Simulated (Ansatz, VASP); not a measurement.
**One calculation of Ir, two programs**

The input INCAR:

```
  PREC = Accurate
  ENCUT = 500
  EDIFF = 1E-6
  ISMEAR = -1
  SIGMA = 0.05
  LREAL = F
  LASPH = T
  NELM = 200
  ALGO = Normal
  ISIF = 2
  LWAVE = F
  LCHARG = F
  MAGMOM = 0 0 0
  LORBIT = 11
  LSORBIT = T
  GGA_COMPAT = F
  LORBMOM = T
  LMAXMIX = 4
  GGA = PE
  NBANDS = 28
```

Contents of KPOINTS:

```
regular mesh
0
Gamma
  9 9 9
```

Contents of POSCAR:

```
Ir
1.0
    0.0000000000      1.9156000000      1.9156000000
    1.9156000000      0.0000000000      1.9156000000
    1.9156000000      1.9156000000      0.0000000000
Ir
1
Direct
    0.0000000000      0.0000000000      0.0000000000
```

File input.yaml:

```yaml
crystal:
  lattice:
    - [0.0, 1.9156, 1.9156]
    - [1.9156, 0.0, 1.9156]
    - [1.9156, 1.9156, 0.0]
  atoms:
    - { symbol: Ir, position: [0.0, 0.0, 0.0] }
hamiltonian:
  xc: pbe
  pseudopotentials: { kind: paw_fr }
magnetization:
  noncollinear: true
  spin_orbit: true
kpoints:
  mp_grid: { grid: [9, 9, 9] }
  band_path:
    path:
      - [[0.0, 0.0, 0.0], [0.5, 0.0, 0.5], [0.5, 0.25, 0.75], [0.375, 0.375, 0.75], [0.0, 0.0, 0.0], [0.5, 0.5, 0.5], [0.625, 0.25, 0.625], [0.5, 0.25, 0.75], [0.5, 0.5, 0.5], [0.375, 0.375, 0.75]]
      - [[0.625, 0.25, 0.625], [0.5, 0.0, 0.5]]
    npoints: 14
scf:
  occupations: { method: fermi_dirac, width: 0.05 }
  n_extra_bands: 6
output:
  forces: true
  stress: true
  eigenvalues: true
  fatbands: false
```

Alike in both runs: functional PBE; k mesh 9 × 9 × 9; occupations fermi-dirac, width 0.05 eV; non-collinear spin, spin-orbit coupling.

|  | VASP | Ansatz |
| --- | --- | --- |
| version | VASP 6.6.1 | Ansatz 0.2.0 |
| potentials or method | VASP PAW PBE potentials, release 64 (Ir_sv_GW) | Ansatz PAW |
| plane-wave cutoff (eV) | 500 | 420 |
| valence electrons in the cell | 17 | 17 |
| task | single point | band structure |

VASP gave:

```
pressure (GPa)           : 9.7
net moment per atom (μB) : 0.00
```

Question: Estimate Ansatz's values.

Answer: Pressure (GPa): 11.8; net moment per atom (μB): 0.00.
